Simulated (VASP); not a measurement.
Here is a VASP 6.6.1 calculation.

File INCAR:

```
PREC = Accurate
ENCUT = 520
EDIFF = 1E-7
ISMEAR = 0
SIGMA = 0.1
LREAL = False
LASPH = True
NELM = 60
ALGO = Normal
ISIF = 2
LWAVE = False
LCHARG = False
LDIPOL = True
IDIPOL = 3
DIPOL = 0.5 0.5 0.500
GGA = PS
NBANDS = 24
```

File KPOINTS:

```
Automatic mesh
0
Gamma
  14 14 1
```

POSCAR

```
Au
1.0
    2.8200300622      0.0000000000      0.0000000000
   -1.4100150311      2.5170030989      0.0000000000
    0.0000000000      0.0000000000     19.8006775662
Au
3
Direct
    0.3361360490      0.6722720980      0.3787749169
    0.6638639510      0.3277279020      0.5000000000
    0.3361360490      0.6722720980      0.6212250831
```

Potentials or basis: VASP PAW PBE potentials, release 64 (Au).

Run with:

```bash
$ cat potpaw_PBE.64/Au/POTCAR > POTCAR
$ mpirun -np 1 vasp_std > vasp.out
```

Problem. What does it give for the band gap on the k mesh?

Solution. Zero (an odd number of electrons rules out a gap without spin polarisation).

Problem. Predict the largest force.

Solution. 0.017 eV/Å.

Forces in eV/Å, atoms in the order of the input:
```
Au   0.000  0.002 -0.017
Au   0.000 -0.005  0.000
Au   0.000  0.002  0.017
```

Caveat: the cell differs from its parent crystal (atoms taken out); the PAW data sets were made with another functional, which shifts forces and pressure a little; spin-orbit coupling is left out, which moves the levels of the heavy elements.
